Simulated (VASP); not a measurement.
Here is a VASP 6.6.1 calculation.

File INCAR:

```
ALGO = Normal ; EDIFF = 1E-6
EDIFFG = -0.005 ; ENCUT = 600
GGA = PS ; IBRION = 2
ISIF = 3 ; ISMEAR = -1
LASPH = True ; LCHARG = False
LREAL = False ; LWAVE = False
NELM = 60 ; NSW = 80
PREC = Accurate ; PSTRESS = 50.0
SIGMA = 0.05
```

Contents of KPOINTS:

```
k-points
0
Gamma
  11 11 11
```

Contents of POSCAR:

```
LiH
1.0
    0.0000000000      2.0367500000      2.0367500000
    2.0367500000      0.0000000000      2.0367500000
    2.0367500000      2.0367500000      0.0000000000
Li H
1 1
Direct
    0.0000000000      0.0000000000      0.0000000000
    0.5000000000      0.5000000000      0.5000000000
```

Potentials or basis: VASP PAW PBE potentials, release 64 (Li_sv, H).

The run is started by

```bash
$ cat potpaw_PBE.64/Li_sv/POTCAR potpaw_PBE.64/H/POTCAR > POTCAR
$ mpirun -np 1 vasp_std > vasp.out
```

Task: Predict the relaxed cell.

Result: a = 2.709 Å, b = 2.709 Å, c = 2.709 Å, α = 60.00°, β = 60.00°, γ = 60.00°.

Task: What does it give for the band gap on the k mesh?

Result: 2.84 eV, direct.

Task: What does it give for the relaxed volume?

Result: 7.03 Å³/atom.

Step by step:
```tsv
step	energy change (eV)	largest force (eV/Å)	pressure (GPa)	volume (Å³)
1	0.0000	0.0000	-2.45	16.90
2	-0.0092	0.0000	-0.62	15.96
3	0.0024	0.0000	3.43	14.48
4	0.0152	0.0000	5.17	14.00
5	0.0135	0.0000	4.96	14.06
```

Caveat: the cutoff is under 1.25 times the usual one of these potentials, so pressure, stress and relaxed cells hold a basis-set (Pulay) error; the cell is relaxed towards a set pressure, so the enthalpy falls and the energy may rise; the volume moved by over 15 % at a fixed basis, so the end points are rough; the PAW data sets were made with another functional, which shifts forces and pressure a little. A k mesh can miss the band edges.
